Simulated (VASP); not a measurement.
C: single point with PBE

The system is C.

```xyz
4
Lattice="2.4665 0.0000 0.0000 -1.2333 2.1361 0.0000 0.0000 0.0000 8.5291" Properties=species:S:1:pos:R:3 pbc="T T T"
C     0.0000    0.0000    2.1323
C     0.0000    0.0000    6.3968
C     0.0000    1.4240    2.1323
C     1.2333    0.7120    6.3968
```

```json
{"Program": "VASP 6.6.1", "Task": "single point", "Functional": "PBE", "Potentials or basis": "VASP PAW PBE potentials, release 64 (C)", "Cutoff": "520 eV", "k mesh": "21 × 21 × 6", "Occupations": "gaussian, width 0.1 eV", "Spin": "no spin polarisation"}
```

The pressure is 0.4 GPa and the band gap on the k mesh is zero (filled and empty bands touch).

Stress tensor (GPa, compression positive):
```
 0.55  0.00  0.00
 0.00  0.55  0.00
 0.00  0.00 -0.02
```

Levels at points of the mesh, in eV from the Fermi level:
```tsv
k point	band 4	band 5	band 6	band 7	band 8	band 9	band 10	band 11	band 12	band 13
(0.00, 0.00, 0.00)	-7.36	-3.04	-3.04	-3.04	-3.04	3.08	6.39	8.30	8.30	8.31
(0.00, 0.00, 0.50)	-7.62	-3.04	-3.04	-3.04	-3.04	4.35	4.35	8.30	8.30	8.30
```

It took 45 s on 1 thread of Intel(R) Xeon(R) Platinum 8481C CPU @ 2.70GHz (Sapphire Rapids) (shared host), peak memory 0.21 GiB.

Caveat: this functional lacks dispersion, which binds the layers, so the pressure and a relaxed spacing across them are unreliable.
